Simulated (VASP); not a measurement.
# NaH in VASP: settings compared, part 2 of 3

VASP 6.6.1. The steps go on from the part before.

## Step 3: Single point, PBE

Input file INCAR:

```
  PREC = Accurate
  ENCUT = 520
  EDIFF = 1E-6
  ISMEAR = 0
  SIGMA = 0.05
  LREAL = False
  LASPH = True
  NELM = 60
  ALGO = Normal
  ISIF = 2
  LWAVE = False
  LCHARG = False
  GGA = PE
  NBANDS = 11
```

Input file KPOINTS:

```
Automatic mesh
0
Gamma
  13 13 13
```

Input file POSCAR:

```
NaH
1.0
    0.0000000000      2.4400000000      2.4400000000
    2.4400000000      0.0000000000      2.4400000000
    2.4400000000      2.4400000000      0.0000000000
Na H
1 1
Direct
   -0.0125970000      0.0013660000      0.0060060000
    0.5005580000      0.4984190000      0.5048660000
```

Potentials or basis: VASP PAW PBE potentials, release 64 (Na_pv, H).

Started as:

```console
$ cat potpaw_PBE.64/Na_pv/POTCAR potpaw_PBE.64/H/POTCAR > POTCAR
$ mpirun -np 1 vasp_std > vasp.out
```

OUTCAR:

```text
PREC = Accurate
   ENCUT = 520
   EDIFF = 1E-6
   ISMEAR = 0
   LREAL = False
   LASPH = True
   NELM = 60
   ISIF = 2
   GGA = PE

 ion  position               nearest neighbor table
   1  0.987  0.001  0.006-
   2  0.501  0.498  0.505-

  LATTYP: Found a face centered cubic cell.
 ALAT       =     4.8800000000

  Lattice vectors:

 A1 = (   0.0000000000,   2.4400000000,   2.4400000000)
 A2 = (   2.4400000000,   0.0000000000,   2.4400000000)
 A3 = (   2.4400000000,   2.4400000000,   0.0000000000)

Analysis of symmetry for initial positions (statically):
=====================================================================
 Subroutine PRICEL returns:
 Original cell was already a primitive cell.

 Routine SETGRP: Setting up the symmetry group for a
 face centered cubic supercell.

 Subroutine GETGRP returns: Found  1 space group operations
 (whereof  1 operations were pure point group operations)
 out of a pool of 48 trial point group operations.

The static configuration has the point symmetry C_1 .

Analysis of symmetry for dynamics (positions and initial velocities):
=====================================================================
 Subroutine PRICEL returns:
 Original cell was already a primitive cell.

 Routine SETGRP: Setting up the symmetry group for a
 face centered cubic supercell.

 Subroutine GETGRP returns: Found  1 space group operations
 (whereof  1 operations were pure point group operations)
 out of a pool of 48 trial point group operations.

The dynamic configuration has the point symmetry C_1 .

 Subroutine INISYM returns: Found  1 space group operations
 (whereof  1 operations are pure point group operations),
 and found     1 'primitive' translations

----------------------------------------------------------------------------------------

                                     Primitive cell

  volume of cell :      29.0536
[... 115 lines left out ...]
   LHFCALC =     F    Hartree Fock is set to
   AEXX    =    0.0000 exact exchange contribution
   IVDW    =     0    specifies the selected vdW correction
   LEPSILON=     F    determine dielectric tensor
   LRPA    =     F    only Hartree local field effects (RPA)
 non-spin polarized calculation
 Gauss-broadening in eV      SIGMA  =   0.05
  energy-cutoff  :      520.00
  volume of cell :       29.05
 maximum number of plane-waves:       801
 NGX is ok and might be reduce to    28
   NGX = 13   NGY = 13   NGZ = 13

 number of electron       7.9999999 magnetization

 Free energy of the ion-electron system (eV)
  ---------------------------------------------------
  ext. energy  EPLUGINS =         0.00000000
  ---------------------------------------------------
  free energy    TOTEN  =        -5.08542328 eV

  energy without entropy =       -5.08542328  energy(sigma->0) =       -5.08542328

 E-fermi :  -1.0205     XC(G=0):  -7.6720

 val. band max:       -1.2422853553   @ k =  -0.2308   0.4615   0.3077
 cond. band min:       2.6190528122   @ k =  -0.4615   0.0000   0.0769
 fundamental gap:      3.8613381674
 Fermi energy:        -1.0205259224

 k-point     1 :       0.0000    0.0000    0.0000
  band No.  band energies     occupation
      1     -23.3594      2.00000
      2     -23.3593      2.00000
      3     -23.3591      2.00000
      4      -4.7403      2.00000
      5       8.9553      0.00000
      6      14.1722      0.00000
      7      14.1752      0.00000
      8      14.1800      0.00000
      9      14.9687      0.00000
     10      14.9744      0.00000
     11      14.9833      0.00000
[... 309 lines left out ...]
 k-point    24 :       0.0000    0.0000    0.4615
  band No.  band energies     occupation
      1     -23.4424      2.00000
      2     -23.3695      2.00000
      3     -23.3694      2.00000
      4      -2.1218      2.00000
      5       2.6249      0.00000
      6       9.3888      0.00000
      7      12.0130      0.00000
      8      12.0178      0.00000
      9      14.8823      0.00000
     10      14.8830      0.00000
     11      17.3500      0.00000

 [... further k-points ...]

------------------------ aborting loop because EDIFF is reached ----------------------------------------

  FORCE on cell =-STRESS in cart. coord.  units (eV):
  Direction    XX          YY          ZZ          XY          YZ          ZX
  --------------------------------------------------------------------------------------
  -------------------------------------------------------------------------------------
  Total       -0.1245172     -0.1203711     -0.1216798      0.0002151     -0.0008326      0.0003985
  in kB       -6.8665793     -6.6379380     -6.7101095      0.0118594     -0.0459130      0.0219766
  external PRESSURE =      -6.7382089 kB  Pullay stress =       0.0000000 kB

 VOLUME and BASIS-vectors are now :
 -----------------------------------------------------------------------------
  energy-cutoff  :      520.00
  volume of cell :       29.05
      direct lattice vectors                 reciprocal lattice vectors
     0.000000000  2.440000000  2.440000000    -0.204918033  0.204918033  0.204918033
     2.440000000  0.000000000  2.440000000     0.204918033 -0.204918033  0.204918033
     2.440000000  2.440000000  0.000000000     0.204918033  0.204918033 -0.204918033

 POSITION                                       TOTAL-FORCE (eV/Angst)
 -----------------------------------------------------------------------------------
      0.01799      2.42392      2.41260        -0.007668      0.022693      0.019201
      2.44802      2.45323      2.43750         0.007668     -0.022693     -0.019201
 -----------------------------------------------------------------------------------
    total drift:                               -0.000009      0.000025     -0.000041

  FREE ENERGIE OF THE ION-ELECTRON SYSTEM (eV)
  ---------------------------------------------------
  free  energy   TOTEN  =        -5.0854232808 eV

  energy  without entropy=       -5.0854232808  energy(sigma->0) =       -5.08542328
```

OSZICAR:

```text
N       E                     dE             d eps       ncg     rms          rms(c)
DAV:   1     0.345500608148E+02    0.34550E+02   -0.44918E+03 24289   0.783E+02
DAV:   2    -0.424552731285E+01   -0.38796E+02   -0.38166E+02 25335   0.189E+02
DAV:   3    -0.550254729638E+01   -0.12570E+01   -0.12553E+01 29368   0.322E+01
DAV:   4    -0.551087184905E+01   -0.83246E-02   -0.83237E-02 27590   0.264E+00
DAV:   5    -0.551094602915E+01   -0.74180E-04   -0.74179E-04 27952   0.257E-01    0.317E+00
DAV:   6    -0.517108629720E+01    0.33986E+00   -0.33899E-01 28129   0.272E+00    0.146E+00
DAV:   7    -0.508055902683E+01    0.90527E-01   -0.32693E-01 27547   0.210E+00    0.355E-01
DAV:   8    -0.508551695102E+01   -0.49579E-02   -0.10366E-02 26320   0.941E-01    0.694E-02
DAV:   9    -0.508543092174E+01    0.86029E-04   -0.12090E-03 28937   0.358E-01    0.228E-02
DAV:  10    -0.508541933235E+01    0.11589E-04   -0.64950E-05 27087   0.504E-02    0.449E-03
DAV:  11    -0.508542324264E+01   -0.39103E-05   -0.64146E-06 27472   0.112E-02    0.314E-03
DAV:  12    -0.508542328077E+01   -0.38122E-07   -0.22447E-07 17568   0.327E-03
   1 F= -.50854233E+01 E0= -.50854233E+01  d E =-.126908E-11
```

stdout:

```text
POSCAR found type information on POSCAR NaH
 POSCAR found :  2 types and       2 ions
 scaLAPACK will be used
 LDA part: xc-table for (Slater+PW92), standard interpolation
 POSCAR, INCAR and KPOINTS ok, starting setup
 FFT: planning ... GRIDC
 FFT: planning ... GRID_SOFT
 FFT: planning ... GRID
 WAVECAR not read
 entering main loop
```

Wall time 4.3 min (1 thread of Intel Xeon Platinum 8259CL at 2.50GHz (Skylake/Cascade Lake), shared host); peak memory 0.42 GiB.

Results:

| Quantity | Value |
| --- | --- |
| Free energy | -5.0854 eV |
| Pressure | -0.7 GPa |
| Largest force | 0.031 eV/Å |
| Band gap on the k mesh | 3.86 eV, indirect (least direct gap 4.62 eV) |

Forces on the atoms (eV/Å):
```
Na  -0.008  0.023  0.019
H    0.008 -0.023 -0.019
```

Levels at points of the mesh, in eV from the valence-band top:
| k point | band 1 | band 2 | band 3 | band 4 | band 5 | band 6 | band 7 | band 8 | band 9 |
| --- | --- | --- | --- | --- | --- | --- | --- | --- | --- |
| (0.00, 0.00, 0.00) | -22.12 | -22.12 | -22.12 | -3.50 | 10.20 | 15.41 | 15.42 | 15.42 | 16.21 |

## Step 4: Single point, r2SCAN

Input file POSCAR:

```
NaH
1.0
    0.0000000000      2.4400000000      2.4400000000
    2.4400000000      0.0000000000      2.4400000000
    2.4400000000      2.4400000000      0.0000000000
Na H
1 1
Direct
    0.0000000000      0.0000000000      0.0000000000
    0.5000000000      0.5000000000      0.5000000000
```

Input file INCAR.step1:

```
SYSTEM = NaH
ALGO = Normal
EDIFF = 1E-5
ENCUT = 550
GGA = PE
GGA_COMPAT = .False.
ISMEAR = -1
LASPH = .True.
LCHARG = .False.
LREAL = .False.
LWAVE = .True.
NBANDS = 11
NELM = 120
PREC = Accurate
SIGMA = 0.05
```

Input file INCAR.step2:

```
SYSTEM = NaH
ALGO = Normal
EDIFF = 1E-6
ENCUT = 550
GGA_COMPAT = .False.
ISIF = 2
ISMEAR = -1
ISTART = 1
LASPH = .True.
LCHARG = .False.
LMIXTAU = .True.
LREAL = .False.
LWAVE = .False.
METAGGA = R2SCAN
NBANDS = 11
NELM = 120
PREC = Accurate
SIGMA = 0.05
```

Input file KPOINTS:

```
k-points
0
Gamma
  9 9 9
  0 0 0
```

Started as:

```console
$ cat potpaw_PBE.64/Na_pv/POTCAR potpaw_PBE.64/H/POTCAR > POTCAR
$ cp INCAR.step1 INCAR
$ mpirun -np 1 vasp_std > vasp.out
$ cp INCAR.step2 INCAR
$ mpirun -np 1 vasp_std > vasp.out
```

Wall time 76 s (1 thread of Intel Xeon 8259CL, shared host); peak memory 0.16 GiB.

The run converged. Its results:

- Free energy: -7.5958 eV
- Pressure: -1.3 GPa
- Band gap on the k mesh: 4.61 eV, indirect (least direct gap 5.29 eV)

Levels at points of the mesh, in eV from the valence-band top:
```csv
k point,band 1,band 2,band 3,band 4,band 5,band 6,band 7,band 8,band 9
"(0.00, 0.00, 0.00)",-22.90,-22.90,-22.90,-3.41,11.23,16.19,16.19,16.19,17.04
```

Caveat: the PAW data sets were made with another functional, which shifts forces and pressure a little. r2SCAN opens gaps a little over a GGA but as a rule still falls short of measured ones.

[end of part 2 of 3]
